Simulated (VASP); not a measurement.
A run of VASP 6.6.1 is set up as follows.

File INCAR:

```
SYSTEM = Rh
PREC = Accurate
ENCUT = 520
EDIFF = 1E-6
ISMEAR = -1
SIGMA = 0.1
LREAL = .FALSE.
LASPH = .TRUE.
NELM = 60
ALGO = Normal
ISIF = 2
LWAVE = .FALSE.
LCHARG = .TRUE.
GGA = B5
ALDAX = 1.0
AGGAX = 1.0
AGGAC = 1.0
ALDAC = 0.0
LELF = .TRUE.
LVHAR = .TRUE.
NBANDS = 22
```

The input KPOINTS:

```
regular mesh
0
G
  11 11 11
  0 0 0
```

File POSCAR:

```
Rh
1.0
    0.0000000000      2.8808243548      2.8808243548
    2.8808243548      0.0000000000      2.8808243548
    2.8808243548      2.8808243548      0.0000000000
Rh
2
Direct
    0.1250000000      0.1250000000      0.1250000000
    0.8750000000      0.8750000000      0.8750000000
```

Potentials or basis: VASP PAW PBE potentials, release 64 (Rh_pv).

Run with:

```console
$ cat potpaw_PBE.64/Rh_pv/POTCAR > POTCAR
$ mpirun -np 1 vasp_std > vasp.out
```

(1) Estimate the band gap on the k mesh.

(2) Predict the pressure.

Answers

(1) zero (bands 15 and 16 overlap by 0.91 eV).

(2) -6.5 GPa.

Caveat: the cell stands under tension; the PAW data sets were made with another functional, which shifts forces and pressure a little.
